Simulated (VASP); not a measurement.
The system is InP.

```
CELL_PARAMETERS angstrom
0.00000 2.96906 2.96906
2.96906 0.00000 2.96906
2.96906 2.96906 0.00000
ATOMIC_POSITIONS crystal
In 0.00000 0.00000 0.00000
P 0.75000 0.75000 0.75000
```

Program: VASP 6.6.1. Alike in all runs: task single point; potentials or basis VASP PAW PBE potentials, release 64 (In_d, P); no spin polarisation; cell as given; smearing fermi-dirac 0.05 eV.

Problem. Order these runs on this cell by their pressure, lowest first.
A. level r2SCAN; k mesh 8 × 8 × 8; cutoff (eV) 520
B. level r2SCAN50; k mesh 4 × 4 × 4; cutoff (eV) 520; grid for exact exchange (PRECFOCK) Normal; share of exact exchange 0.5
C. level b88 exchange, pbe correlation; k mesh 8 × 8 × 8; cutoff (eV) 500

Solution. B (-3.7 GPa), A (-1.1 GPa), C (0.5 GPa).

Caveats: some runs use coarse meshes; the PAW data sets were made with another functional, which shifts forces and pressure a little.
